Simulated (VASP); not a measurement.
Wanted: the native input for a VASP 6.6.1 run.

* Task: single point
* Functional: PBE
* Potentials or basis: VASP PAW PBE potentials, release 64 (Rb_sv, Br)
* Cutoff: 520 eV
* k mesh: 6 × 6 × 6
* Occupations: fermi-dirac, width 0.02 eV
* Spin: no spin polarisation
* Dipole correction: no
* Further INCAR settings: ALGO = Normal; EDIFF = 1e-07; NBANDS = 15

The structure of RbBr lies in POSCAR:

```
RbBr
1.0
    4.0603273326      0.0000000000      0.0000000000
    0.0000000000      4.0603273326      0.0000000000
    0.0000000000      0.0000000000      4.1242532581
Rb Br
1 1
Direct
    0.0000000000      0.0000000000      0.0000000000
    0.5000000000      0.5000000000      0.5000000000
```

This cell differs from its parent crystal: biaxial xy strain -1.6%.

One way to write it, as run:

INCAR

```
ALGO = Normal
EDIFF = 1E-7
ENCUT = 520
GGA = PE
ISIF = 2
ISMEAR = -1
LASPH = T
LCHARG = F
LREAL = F
LWAVE = F
NBANDS = 15
NELM = 80
PREC = Accurate
SIGMA = 0.02
```

KPOINTS

```
k-points
0
Gamma
  6 6 6
```

Potentials or basis: VASP PAW PBE potentials, release 64 (Rb_sv, Br).

Run with:

```bash
$ cat potpaw_PBE.64/Rb_sv/POTCAR potpaw_PBE.64/Br/POTCAR > POTCAR
$ mpirun -np 1 vasp_std > vasp.out
```

It gave:

The pressure is 1.5 GPa and the band gap on the k mesh is 4.17 eV, indirect (least direct gap 4.32 eV).

Caveat: the cell differs from its parent crystal (biaxial xy strain -1.6%).

It took 25 s on 1 thread of Intel(R) Xeon(R) Platinum 8375C CPU @ 2.90GHz (Ice Lake), with other jobs on the host, peak memory 0.19 GiB.
